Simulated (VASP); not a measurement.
# HfC (I4/mmm) in VASP: further runs, part 2 of 3

VASP 6.6.1. Earlier steps stand in the parts before.

## (4) Electric field gradients, PBE (equal xx and yy strain of +1 %)

File INCAR:

```
ALGO = Normal
EDIFF = 1E-8
ENCUT = 520
GGA = PE
ISIF = 2
ISMEAR = -1
LASPH = T
LCHARG = F
LEFG = T
LREAL = F
LWAVE = F
NBANDS = 14
NELM = 100
PREC = Accurate
SIGMA = 0.05
```

File KPOINTS:

```
k-points
0
Gamma
  15 15 15
```

File POSCAR:

```
HfC
1.0
    0.0000000000      2.3482500000      2.3250000000
    2.3482500000      0.0000000000      2.3250000000
    2.3482500000      2.3482500000      0.0000000000
Hf C
1 1
Direct
    0.5000000000      0.5000000000      0.5000000000
    0.0000000000      0.0000000000      0.0000000000
```

Potentials or basis: VASP PAW PBE potentials, release 64 (Hf_pv, C).

Started as:

```bash
$ cat potpaw_PBE.64/Hf_pv/POTCAR potpaw_PBE.64/C/POTCAR > POTCAR
$ mpirun -np 1 vasp_std > vasp.out
```

OUTCAR:

```text
EDIFF = 1E-8
   ENCUT = 520
   GGA = PE
   ISIF = 2
   ISMEAR = -1
   LASPH = T
   LREAL = F
   NELM = 100
   PREC = Accurate

 ion  position               nearest neighbor table
   1  0.500  0.500  0.500-   2 2.33   2 2.33   2 2.35   2 2.35   2 2.35   2 2.35
   2  0.000  0.000  0.000-   1 2.33   1 2.33   1 2.35   1 2.35   1 2.35   1 2.35

  LATTYP: Found a body centered tetragonal cell.
 ALAT       =     3.3209269978
 C/A-ratio  =     1.4002114479

  Lattice vectors:

 A1 = (   0.0000000000,  -2.3482500000,  -2.3250000000)
 A2 = (   0.0000000000,   2.3482500000,  -2.3250000000)
 A3 = (   2.3482500000,   0.0000000000,   2.3250000000)

Analysis of symmetry for initial positions (statically):
=====================================================================
 Subroutine PRICEL returns:
 Original cell was already a primitive cell.

 Routine SETGRP: Setting up the symmetry group for a
 body centered tetragonal supercell.

 Subroutine GETGRP returns: Found 16 space group operations
 (whereof 16 operations were pure point group operations)
 out of a pool of 16 trial point group operations.

The static configuration has the point symmetry D_4h.

Analysis of symmetry for dynamics (positions and initial velocities):
=====================================================================
 Subroutine PRICEL returns:
 Original cell was already a primitive cell.

 Routine SETGRP: Setting up the symmetry group for a
 body centered tetragonal supercell.

 Subroutine GETGRP returns: Found 16 space group operations
 (whereof 16 operations were pure point group operations)
 out of a pool of 16 trial point group operations.

The dynamic configuration has the point symmetry D_4h.

 Subroutine INISYM returns: Found 16 space group operations
 (whereof 16 operations are pure point group operations),
 and found     1 'primitive' translations

----------------------------------------------------------------------------------------

                                     Primitive cell

  volume of cell :      25.6414

  direct lattice vectors                    reciprocal lattice vectors
     0.000000000  2.348250000  2.325000000    -0.212924518  0.212924518  0.215053763
     2.348250000  0.000000000  2.325000000     0.212924518 -0.212924518  0.215053763
     2.348250000  2.348250000  0.000000000     0.212924518  0.212924518 -0.215053763

  length of vectors
     3.304527661  3.304527661  3.320926998     0.370029488  0.370029488  0.370029488

  position of ions in fractional coordinates (direct lattice)
     0.500000000  0.500000000  0.500000000
     0.000000000  0.000000000  0.000000000

  ion indices of the primitive-cell ions
   primitive index   ion index
                 1           1
                 2           2

----------------------------------------------------------------------------------------

 KPOINTS: k-points

Automatic generation of k-mesh.
 Grid dimensions read from file:
 generate k-points for:   15   15   15
[... 77 lines left out ...]
   EMIN   =  10.00;   EMAX   =-10.00  energy-range for DOS
   EFERMI =   0.00;   METHOD = LEGACY
   ISMEAR =    -1;   SIGMA  =   0.05  broadening in eV -4-tet -1-fermi 0-gaus
   EFERMI_NEDOS =   21; number of points for ismear=-14 and -15
   IALGO  =     38    algorithm
   IMIX   =      4    mixing-type and parameters
     AMIX     =   0.40;   BMIX     =  1.00
     AMIX_MAG =   1.60;   BMIX_MAG =  1.00
  volume/ion in A,a.u.               =      12.82        86.52
  Fermi-wavevector in a.u.,A,eV,Ry     =   1.338044  2.528536 24.359340  1.790361
  Thomas-Fermi vector in A             =   2.466545
   LORBIT       =      0    0 simple, 1 ext, 2 COOP (PROOUT), +10 PAW based schemes
   GGA     = PE    functional components
   LHFCALC =     F    Hartree Fock is set to
   AEXX    =    0.0000 exact exchange contribution
   IVDW    =     0    specifies the selected vdW correction
   LEPSILON=     F    determine dielectric tensor
   LRPA    =     F    only Hartree local field effects (RPA)
 non-spin polarized calculation
  energy-cutoff  :      520.00
  volume of cell :       25.64
 maximum number of plane-waves:       709
 NGX is ok and might be reduce to    28
   NGX = 13   NGY = 13   NGZ = 13

 number of electron      14.0000001 magnetization

 Free energy of the ion-electron system (eV)
  ---------------------------------------------------
  ext. energy  EPLUGINS =         0.00000000
  ---------------------------------------------------
  free energy    TOTEN  =       -21.03583422 eV

  energy without entropy =      -21.03280007  energy(sigma->0) =      -21.03431714

 E-fermi :   5.7730     XC(G=0): -12.1870

 val. band max:        5.7716502496   @ k =   0.1333   0.0000   0.1333
 cond. band min:       5.7770934489   @ k =   0.4000   0.0000   0.3333
 fundamental gap:      0.0054431993
 Fermi energy:         5.7729815020

 k-point     1 :       0.0000    0.0000    0.0000
  band No.  band energies     occupation
      1     -23.8721      2.00000
      2     -23.8721      2.00000
      3     -23.8586      2.00000
      4      -6.4074      2.00000
      5       6.7749      0.00000
      6       6.7749      0.00000
      7       6.8223      0.00000
      8       7.1518      0.00000
      9       7.1518      0.00000
     10       7.2547      0.00000
     11       9.0650      0.00000
     12       9.1841      0.00000
     13      12.4073      0.00000
     14      16.7450      0.00000
[... 377 lines left out ...]
      1     -24.0401      2.00000
      2     -23.9273      2.00000
      3     -23.9169      2.00000
      4      -5.5134      2.00000
      5       3.3820      2.00000
      6       5.0898      2.00000
      7       5.3261      1.99974
      8       6.5819      0.00000
      9       9.2279      0.00000
     10       9.5547      0.00000
     11      10.2408      0.00000
     12      11.7654      0.00000
     13      15.2610      0.00000
     14      19.1709      0.00000

 [... further k-points ...]
[... 5 lines left out ...]
  --------------------------------------------------------------------------------------
  -------------------------------------------------------------------------------------
  Total       -0.9840324     -0.9840324     -0.4058991      0.0000000     -0.0000000      0.0000000
  in kB      -61.4863016    -61.4863016    -25.3622071      0.0000000     -0.0000000      0.0000000
  external PRESSURE =     -49.4449368 kB  Pullay stress =       0.0000000 kB

 VOLUME and BASIS-vectors are now :
 -----------------------------------------------------------------------------
  energy-cutoff  :      520.00
  volume of cell :       25.64
      direct lattice vectors                 reciprocal lattice vectors
     0.000000000  2.348250000  2.325000000    -0.212924518  0.212924518  0.215053763
     2.348250000  0.000000000  2.325000000     0.212924518 -0.212924518  0.215053763
     2.348250000  2.348250000  0.000000000     0.212924518  0.212924518 -0.215053763

 POSITION                                       TOTAL-FORCE (eV/Angst)
 -----------------------------------------------------------------------------------
      2.34825      2.34825      2.32500        -0.000000     -0.000000     -0.000000
      0.00000      0.00000      0.00000         0.000000      0.000000      0.000000
 -----------------------------------------------------------------------------------
    total drift:                                0.000000      0.000000      0.000000

  FREE ENERGIE OF THE ION-ELECTRON SYSTEM (eV)
  ---------------------------------------------------
  free  energy   TOTEN  =       -21.0358342179 eV

  energy  without entropy=      -21.0328000688  energy(sigma->0) =      -21.03431714

 Electric field gradients (V/A^2)
---------------------------------------------------------------------
 ion       V_xx      V_yy      V_zz      V_xy      V_xz      V_yz
---------------------------------------------------------------------
   1      15.488    15.488   -30.976    -0.000    -0.000    -0.000
   2       0.684     0.684    -1.369    -0.000    -0.000    -0.000
---------------------------------------------------------------------

 Electric field gradients after diagonalization (V/A^2)
 (convention: |V_zz| > |V_xx| > |V_yy|)
----------------------------------------------------------------------
 ion       V_xx      V_yy      V_zz     asymmetry (V_yy - V_xx)/ V_zz
----------------------------------------------------------------------
   1      15.488    15.488   -30.976       0.000
   2       0.684     0.684    -1.369       0.000
----------------------------------------------------------------------

           NMR quadrupolar parameters

 Cq : quadrupolar parameter    Cq=e*Q*V_zz/h
 eta: asymmetry parameters     (V_yy - V_xx)/ V_zz
 Q  : nuclear electric quadrupole moment in mb (millibarn)
----------------------------------------------------------------------
 ion       Cq(MHz)       eta       Q (mb)
----------------------------------------------------------------------
   1      -0.075       0.000       1.000
   2      -0.003       0.000       1.000
----------------------------------------------------------------------
```

Run time: 80 s. Hardware: 1 thread of AMD EPYC 9R45 (Zen 5), shared host; peak memory 0.21 GiB.

Results:

| Item | Value |
| --- | --- |
| Free energy | -21.0358 eV |
| Pressure | -4.9 GPa |
| Band gap on the k mesh | zero (band 7 reaches 6.82 eV, above the bottom of band 8 at 5.32 eV) |

Electric field gradients, principal values (V/Å²):
```csv
atom,least,middle,greatest (by size)
1 Hf,15.488,15.488,-30.976
2 C,0.684,0.684,-1.369
```

Caveat: the cell differs from its parent crystal (equal xx and yy strain of +1 %); without QUAD_EFG the Cq values of the log hold for a quadrupole moment of 1 mb, not for the nuclei; spin-orbit coupling is left out, which moves the levels of the heavy elements.

(Continued in part 3 of 3.)
